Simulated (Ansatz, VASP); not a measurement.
One calculation of SnO, two programs

The input INCAR:

```
PREC = Accurate
ENCUT = 520
EDIFF = 1E-6
ISMEAR = 0
SIGMA = 0.15
LREAL = False
LASPH = True
NELM = 60
ALGO = Normal
ISIF = 2
LWAVE = False
LCHARG = False
GGA = CA
NBANDS = 28
```

Contents of KPOINTS:

```
Automatic mesh
0
Gamma
  10 10 8
```

Contents of POSCAR:

```
SnO
1.0
    3.5911000000      0.0000000000      0.0000000000
    0.0000000000      3.5911000000      0.0000000000
    0.0000000000      0.0000000000      4.2829000000
Sn O
2 2
Direct
    0.0000000000      0.5000000000      0.2457459271
    0.5000000000      0.0000000000      0.7542540729
    0.0000000000      0.0000000000      0.0000000000
    0.5000000000      0.5000000000      0.0000000000
```

Input for Ansatz:

```yaml
crystal:
  lattice:
    - [3.5911, 0.0, 0.0]
    - [0.0, 3.5911, 0.0]
    - [0.0, 0.0, 4.2829]
  atoms:
    - { symbol: Sn, position: [0.0, 0.5, 0.2457459271] }
    - { symbol: Sn, position: [0.5, 0.0, 0.7542540729] }
    - { symbol: O, position: [0.0, 0.0, 0.0] }
    - { symbol: O, position: [0.5, 0.5, 0.0] }
basis:
  ecutwfc: 520.0
kpoints:
  mp_grid: { grid: [10, 10, 8] }
hamiltonian:
  xc: lda
scf:
  occupations: { method: gaussian, width: 0.15 }
output:
  forces: true
  stress: true
  eigenvalues: true
  write_density: true
  write_potential: true
  elf: true
  volumetric_format: npy
```

Alike in both runs: task single point; functional LDA; k mesh 10 × 10 × 8; occupations gaussian, width 0.15 eV; no spin polarisation.

|  | VASP | Ansatz |
| --- | --- | --- |
| version | VASP 6.6.1 | Ansatz 0.2.0 |
| potentials or method | VASP PAW LDA potentials, release 64 (Sn_d, O), cutoff 520 eV | scalar-relativistic, plane waves, PAW |
| valence electrons in the cell | 40 | 40 |

Ansatz gave:

| Property | Result |
| --- | --- |
| gap on the k mesh at the Fermi level (eV) | none |
| pressure (GPa) | 27.1 |
| traceless stress, the component that is largest in VASP (GPa) | -2.26 |
| rms of the force components (eV/Å) | 1.327 |

**Question.** What did VASP give for the same quantities?

**Answer.** gap on the k mesh at the Fermi level (eV): none; pressure (GPa): 27.9; traceless stress, the component that is largest in VASP (GPa): -2.32; rms of the force components (eV/Å): 1.399.

LDA's correlation is that of Perdew and Zunger in VASP and of Perdew and Wang (1992) in Ansatz. Atom by atom the forces differ by 0.071 eV/Å (rms over components). A gap of «none» marks a metal or a gap that the smearing closes.
